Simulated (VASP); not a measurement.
# MoS in VASP: relaxation of the atoms with PBEsol

Aim: the relaxation of the atoms of MoS with PBEsol.

Program: VASP 6.6.1. These are calculated values, not measurements. Logs are shortened: lines on timing, memory, paths and dates and some standing lists are left out, and cuts for length are marked.

## Step 1: The cell of the first run

The cell holds a slab with vacuum, 4 atoms: a = 3.142 Å, b = 3.142 Å, c = 34.337 Å, α = 90.00°, β = 90.00°, γ = 120.00°.

## Step 2: Relaxation of the atoms, PBEsol

Input file INCAR:

```
ALGO = Normal ; DIPOL = 0.5 0.5 0.500
EDIFF = 1E-6 ; EDIFFG = -0.03
ENCUT = 520 ; GGA = PS
IBRION = 2 ; IDIPOL = 3
ISIF = 2 ; ISMEAR = 0
LASPH = True ; LCHARG = False
LDIPOL = True ; LREAL = False
LWAVE = False ; NELM = 100
NSW = 90 ; PREC = Accurate
SIGMA = 0.05
```

Input file KPOINTS:

```
k-points
0
Gamma
  9 9 1
```

Input file POSCAR:

```
MoS
1.0
    3.1415002872      0.0000000000      0.0000000000
   -1.5707501436      2.7206190547      0.0000000000
    0.0000000000      0.0000000000     34.3373047165
Mo S
2 2
Selective dynamics
Direct
    0.0000000000      0.0000000000      0.2475441818  F F F
    0.0000000000      0.0000000000      0.7524558182  T T T
    0.3333333333      0.6666666667      0.2929201137  F F F
    0.3333333333      0.6666666667      0.7070798863  T T T
```

Potentials or basis: VASP PAW PBE potentials, release 64 (Mo_sv, S).

Command:

```bash
$ cat potpaw_PBE.64/Mo_sv/POTCAR potpaw_PBE.64/S/POTCAR > POTCAR
$ mpirun -np 1 vasp_std > vasp.out
```

OUTCAR:

```text
EDIFF = 1E-6
   EDIFFG = -0.03
   ENCUT = 520
   GGA = PS
   IBRION = 2
   ISIF = 2
   ISMEAR = 0
   LASPH = True
   LREAL = False
   NELM = 100
   NSW = 90
   PREC = Accurate

 ion  position               nearest neighbor table
   1  0.000  0.000  0.248-   3 2.39   3 2.39   3 2.39
   2  0.000  0.000  0.752-   4 2.39   4 2.39   4 2.39
   3  0.333  0.667  0.293-   1 2.39   1 2.39   1 2.39
   4  0.333  0.667  0.707-   2 2.39   2 2.39   2 2.39

  LATTYP: Found a hexagonal cell.
 ALAT       =     3.1415002872
 C/A-ratio  =    10.9302249172

  Lattice vectors:

 A1 = (   3.1415002872,   0.0000000000,   0.0000000000)
 A2 = (  -1.5707501436,   2.7206190547,   0.0000000000)
 A3 = (   0.0000000000,   0.0000000000,  34.3373047165)

Analysis of symmetry for initial positions (statically):
=====================================================================
 Subroutine PRICEL returns:
 Original cell was already a primitive cell.

 Routine SETGRP: Setting up the symmetry group for a
 hexagonal supercell.

 Subroutine GETGRP returns: Found 12 space group operations
 (whereof 12 operations were pure point group operations)
 out of a pool of 24 trial point group operations.

The static configuration has the point symmetry D_3h.

Analysis of symmetry for dynamics (positions and initial velocities):
=====================================================================
 Subroutine PRICEL returns:
 Original cell was already a primitive cell.

 Routine SETGRP: Setting up the symmetry group for a
 hexagonal supercell.

 Subroutine GETGRP returns: Found 12 space group operations
 (whereof 12 operations were pure point group operations)
 out of a pool of 24 trial point group operations.

The dynamic configuration has the point symmetry D_3h.

Analysis of constrained symmetry for selective dynamics:
=====================================================================
 Subroutine PRICEL returns:
 Original cell was already a primitive cell.

 Routine SETGRP: Setting up the symmetry group for a
 hexagonal supercell.

 Subroutine GETGRP returns: Found  6 space group operations
 (whereof  6 operations were pure point group operations)
 out of a pool of 24 trial point group operations.

The constrained configuration has the point symmetry C_3v.

 Subroutine INISYM returns: Found  6 space group operations
 (whereof  6 operations are pure point group operations),
 and found     1 'primitive' translations

----------------------------------------------------------------------------------------

                                     Primitive cell

  volume of cell :     293.4750

  direct lattice vectors                    reciprocal lattice vectors
     3.141500287  0.000000000  0.000000000     0.318319245  0.183781702  0.000000000
    -1.570750144  2.720619055  0.000000000     0.000000000  0.367563404  0.000000000
     0.000000000  0.000000000 34.337304717     0.000000000  0.000000000  0.029122845

  length of vectors
     3.141500287  3.141500287 34.337304717     0.367563404  0.367563404  0.029122845

  position of ions in fractional coordinates (direct lattice)
     0.000000000  0.000000000  0.247544182
     0.000000000  0.000000000  0.752455818
     0.333333333  0.666666667  0.292920114
     0.333333333  0.666666667  0.707079886

  ion indices of the primitive-cell ions
   primitive index   ion index
                 1           1
                 2           2
                 3           3
                 4           4

----------------------------------------------------------------------------------------

 KPOINTS: k-points

Automatic generation of k-mesh.
 Grid dimensions read from file:
 generate k-points for:    9    9    1

 Generating k-lattice:

  Cartesian coordinates                     Fractional coordinates (reciprocal lattice)
     0.035368805  0.020420189  0.000000000     0.111111111  0.000000000  0.000000000
     0.000000000  0.040840378  0.000000000     0.000000000  0.111111111  0.000000000
     0.000000000  0.000000000  0.029122845     0.000000000  0.000000000  1.000000000

  Length of vectors
     0.040840378  0.040840378  0.029122845

  Shift w.r.t. Gamma in fractional coordinates (k-lattice)
     0.000000000  0.000000000  0.000000000

 Subroutine IBZKPT returns following result:
 ===========================================

 Found     12 irreducible k-points:

 Following reciprocal coordinates:
            Coordinates               Weight
  0.000000  0.000000  0.000000      1.000000
  0.111111  0.000000  0.000000      6.000000
  0.222222 -0.000000  0.000000      6.000000
  0.333333  0.000000  0.000000      6.000000
  0.444444 -0.000000  0.000000      6.000000
  0.111111  0.111111  0.000000      6.000000
  0.222222  0.111111  0.000000     12.000000
  0.333333  0.111111  0.000000     12.000000
  0.444444  0.111111  0.000000      6.000000
  0.222222  0.222222  0.000000      6.000000
  0.333333  0.222222  0.000000     12.000000
  0.333333  0.333333  0.000000      2.000000
   k-points           NKPTS =     12   k-points in BZ     NKDIM =     12   number of bands    NBANDS=     24
   number of dos      NEDOS =    301   number of ions     NIONS =      4
   total plane-waves  NPLWV = 147456
   dimension x,y,z NGX =    24 NGY =   24 NGZ =  256
   dimension x,y,z NGXF=    48 NGYF=   48 NGZF=  512
   ions per type =               2   2
   NGX,Y,Z   is equivalent  to a cutoff of  12.70, 12.70, 12.39 a.u.
   NGXF,Y,Z  is equivalent  to a cutoff of  25.40, 25.40, 24.79 a.u.
 SYSTEM =  unknown system
   PREC   = accura    normal or accurate (medium, high low for compatibility)
   ISTART =      0    job   : 0-new  1-cont  2-samecut
   ICHARG =      2    charge: 1-file 2-atom 10-const
   ISPIN  =      1    spin polarized calculation?
   LNONCOLLINEAR =      F non collinear calculations
   LSORBIT =      F    spin-orbit coupling
   LASPH  =      T    aspherical Exc in radial PAW
   ENCUT  =  520.0 eV  38.22 Ry    6.18 a.u.   5.84  5.84 63.84*2*pi/ulx,y,z
   NELM   =    100;   NELMIN=  2; NELMDL= -5     # of ELM steps
   EDIFF  = 0.1E-05   stopping-criterion for ELM
   LREAL  =      F    real-space projection
   EDIFFG = -.3E-01   stopping-criterion for IOM
   NSW    =     90    number of steps for IOM
   IBRION =      2    ionic relax: 0-MD 1-quasi-New 2-CG
   NFREE  =      1    steps in history (QN), initial steepest desc. (CG)
   ISIF   =      2    stress and relaxation
   ISYM   =      2    0-nonsym 1-usesym 2-fastsym
   POTIM  = 0.5000    time-step for ionic-motion
   TEBEG  =    0.0;   TEEND  =   0.0 temperature during run
   PSTRESS=    0.0 pullay stress
   NELECT =      40.0000    total number of electrons
   NUPDOWN=      -1.0000    fix difference up-down
   EMIN   =  10.00;   EMAX   =-10.00  energy-range for DOS
   EFERMI =   0.00;   METHOD = LEGACY
   ISMEAR =     0;   SIGMA  =   0.05  broadening in eV -4-tet -1-fermi 0-gaus
   EFERMI_NEDOS =   21; number of points for ismear=-14 and -15
   IALGO  =     38    algorithm
   IMIX   =      4    mixing-type and parameters
     AMIX     =   0.40;   BMIX     =  1.00
     AMIX_MAG =   1.60;   BMIX_MAG =  1.00
  volume/ion in A,a.u.               =      73.37       495.12
  Fermi-wavevector in a.u.,A,eV,Ry     =   0.842502  1.592099  9.657555  0.709810
  Thomas-Fermi vector in A             =   1.957219
   LORBIT       =      0    0 simple, 1 ext, 2 COOP (PROOUT), +10 PAW based schemes
   GGA     = PS    functional components
   LHFCALC =     F    Hartree Fock is set to
   AEXX    =    0.0000 exact exchange contribution
   IVDW    =     0    specifies the selected vdW correction
   LEPSILON=     F    determine dielectric tensor
   LRPA    =     F    only Hartree local field effects (RPA)
 conjugate gradient relaxation of ions
 non-spin polarized calculation
 Gauss-broadening in eV      SIGMA  =   0.05
  energy-cutoff  :      520.00
  volume of cell :      293.47
 maximum number of plane-waves:      7938
 NGX is ok and might be reduce to    24
   NGX = 11   NGY = 11   NGZ =127

--------------------------------------- Ionic step        1  -------------------------------------------

 number of electron      40.0000000 magnetization

 Free energy of the ion-electron system (eV)
  ---------------------------------------------------
  ext. energy  EPLUGINS =         0.00000000
  ---------------------------------------------------
  free energy    TOTEN  =       -31.10815138 eV

  energy without entropy =      -31.10211420  energy(sigma->0) =      -31.10513279

------------------------ aborting loop because EDIFF is reached ----------------------------------------

  FORCE on cell =-STRESS in cart. coord.  units (eV):
  Direction    XX          YY          ZZ          XY          YZ          ZX
  --------------------------------------------------------------------------------------
  -------------------------------------------------------------------------------------
  Total       -9.3551630     -9.3551630     -3.3409533      0.0000000      0.0000000      0.0000000
  in kB      -51.0729445    -51.0729445    -18.2393747      0.0000000      0.0000000      0.0000000
  external PRESSURE =     -40.1284213 kB  Pullay stress =       0.0000000 kB
[... 57 lines left out ...]
  FREE ENERGIE OF THE ION-ELECTRON SYSTEM (eV)
  ---------------------------------------------------
  free  energy   TOTEN  =       -31.1281276092 eV

  energy  without entropy=      -31.1232753651  energy(sigma->0) =      -31.12570149

 dipolmoment           0.000000      0.000000      0.000128 electrons x Angstroem

--------------------------------------- Ionic step        3  -------------------------------------------

 number of electron      40.0000001 magnetization

 dipolmoment           0.000000      0.000000     -0.000098 electrons x Angstroem

 Free energy of the ion-electron system (eV)
  ---------------------------------------------------
  ext. energy  EPLUGINS =         0.00000000
  ---------------------------------------------------
  free energy    TOTEN  =       -31.14197087 eV

  energy without entropy =      -31.13651026  energy(sigma->0) =      -31.13924057

 E-fermi :  -1.6150     XC(G=0):  -3.6373

 val. band max:       -1.6433561914   @ k =   0.4444  -0.0000   0.0000
 cond. band min:      -1.5860347682   @ k =   0.1111   0.1111   0.0000
 fundamental gap:      0.0573214232
 Fermi energy:        -1.6150041537

 k-point     1 :       0.0000    0.0000    0.0000
  band No.  band energies     occupation
      1     -62.6408      2.00000
      2     -62.5600      2.00000
      3     -36.8194      2.00000
      4     -36.7319      2.00000
      5     -36.5167      2.00000
      6     -36.5167      2.00000
[... 313 lines left out ...]
     23      -0.0590      0.00000
     24       0.1759      0.00000

------------------------ aborting loop because EDIFF is reached ----------------------------------------

 vacuum level on the upper side and lower side of the slab       (xc-potential included)        -0.082        -0.049

  FORCE on cell =-STRESS in cart. coord.  units (eV):
  Direction    XX          YY          ZZ          XY          YZ          ZX
  --------------------------------------------------------------------------------------
  -------------------------------------------------------------------------------------
  Total       -8.6716651     -8.6716651     -1.6893481      0.0000000     -0.0000000      0.0000000
  in kB      -47.3415026    -47.3415026     -9.2227128      0.0000000     -0.0000000      0.0000000
  external PRESSURE =     -34.6352393 kB  Pullay stress =       0.0000000 kB

 VOLUME and BASIS-vectors are now :
 -----------------------------------------------------------------------------
  energy-cutoff  :      520.00
  volume of cell :      293.47
      direct lattice vectors                 reciprocal lattice vectors
     3.141500287  0.000000000  0.000000000     0.318319245  0.183781702  0.000000000
    -1.570750144  2.720619055  0.000000000     0.000000000  0.367563404  0.000000000
     0.000000000  0.000000000 34.337304717     0.000000000  0.000000000  0.029122845
[... 10 lines left out ...]
  FREE ENERGIE OF THE ION-ELECTRON SYSTEM (eV)
  ---------------------------------------------------
  free  energy   TOTEN  =       -31.1419708742 eV

  energy  without entropy=      -31.1365102580  energy(sigma->0) =      -31.13924057

 reached required accuracy - stopping structural energy minimisation

 vacuum level on the upper side and lower side of the slab         2.607         2.652
```

Run time: 6.3 min. Hardware: 1 thread of AMD EPYC 7R13 (Zen 3), shared host; peak memory 0.41 GiB.

Results:

```
Free energy               : -31.1420 eV
Energy gained by relaxing : 8.5 meV/atom
Ionic steps               : 3
Band gap on the k mesh    : 0.06 eV (least direct gap 0.37 eV)
```

The path:
| step | energy change (eV) | largest force on free atoms (eV/Å) | pressure (GPa) |
| --- | --- | --- | --- |
| 1 | 0.0000 | 1.0621 | -4.01 |
| 2 | -0.0200 | 0.6919 | -3.08 |
| 3 | -0.0338 | 0.0026 | -3.46 |

Final structure:
```
Mo S
1.0
     3.14150    0.00000    0.00000
    -1.57075    2.72062    0.00000
     0.00000    0.00000   34.33730
Mo S
2 2
Direct
  0.00000 0.00000 0.24754
  0.00000 0.00000 0.75154
  0.33333 0.66667 0.29292
  0.33333 0.66667 0.70800
```

Caveat: semilocal functionals underestimate gaps, and a narrow one can read as zero; the PAW data sets were made with another functional, which shifts forces and pressure a little.
